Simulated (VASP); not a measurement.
A run of VASP 6.6.1:

File INCAR:

```
SYSTEM = Cu
  PREC = Accurate
  ENCUT = 520
  EDIFF = 1E-6
  ISMEAR = 0
  SIGMA = 0.1
  LREAL = .FALSE.
  LASPH = .TRUE.
  NELM = 120
  ALGO = Normal
  ISIF = 2
  LWAVE = .FALSE.
  LCHARG = .TRUE.
  GGA = CA
  LELF = .TRUE.
  LVHAR = .TRUE.
  NBANDS = 174
  GGA_COMPAT = .FALSE.
  NELMDL = -8
```

File KPOINTS:

```
Automatic mesh
0
G
  3 3 1
  0 0 0
```

POSCAR

```
Cu
1.0
    7.4670476093      0.0000000000      0.0000000000
    0.0000000000      7.4670476093      0.0000000000
    0.0000000000      0.0000000000     15.5200000000
Cu
28
Direct
    0.0000000000      0.0000000000      0.3865979381
    0.3333333508      0.0000000000      0.3865979381
    0.6666667015      0.0000000000      0.3865979381
    0.0000000000      0.3333333508      0.3865979381
    0.3333333508      0.3333333508      0.3865979381
    0.6666667015      0.3333333508      0.3865979381
    0.0000000000      0.6666667015      0.3865979381
    0.3333333508      0.6666667015      0.3865979381
    0.6666667015      0.6666667015      0.3865979381
    0.1752624422      0.1752627100      0.5011920747
    0.5030297377      0.1636366960      0.4964033505
    0.8400237052      0.1641394383      0.4944576675
    0.1636369639      0.5030300055      0.4964033505
    0.4914039915      0.4914038576      0.5011920747
    0.8266429147      0.5025271294      0.4944576675
    0.1641397061      0.8400238392      0.4944577964
    0.5025269955      0.8266427808      0.4944578608
    0.8333332430      0.8333332430      0.4955588918
    0.0099653844      0.0099657862      0.6087762242
    0.3551174626     -0.0131710691      0.6053665593
    0.6783894070     -0.0117232412      0.6059625000
   -0.0131713369      0.3551179983      0.6053664304
    0.4392318319      0.4392312962      0.6643036727
    0.6798380385      0.3115484354      0.6053664304
   -0.0117229733      0.6783898088      0.6059625000
    0.3115489711      0.6798377706      0.6053666237
    0.6567010493      0.6567006475      0.6087762242
    0.2274348697      0.2274352715      0.6643038015
```

Potentials or basis: VASP PAW LDA potentials, release 64 (Cu).

Command:

```bash
$ cat potpaw_LDA.64/Cu/POTCAR > POTCAR
$ mpirun -np 1 vasp_std > vasp.out
```

Hardware: 1 thread of Oxide Virtual Turin-like Processor (shared host).

**Question.** Estimate the wall time of this run.

**Answer.** Run time: 34 min on 1 thread of Oxide Virtual Turin-like Processor, with other jobs on the host, peak memory 0.71 GiB. Counts: scf iterations 31, k points 4.
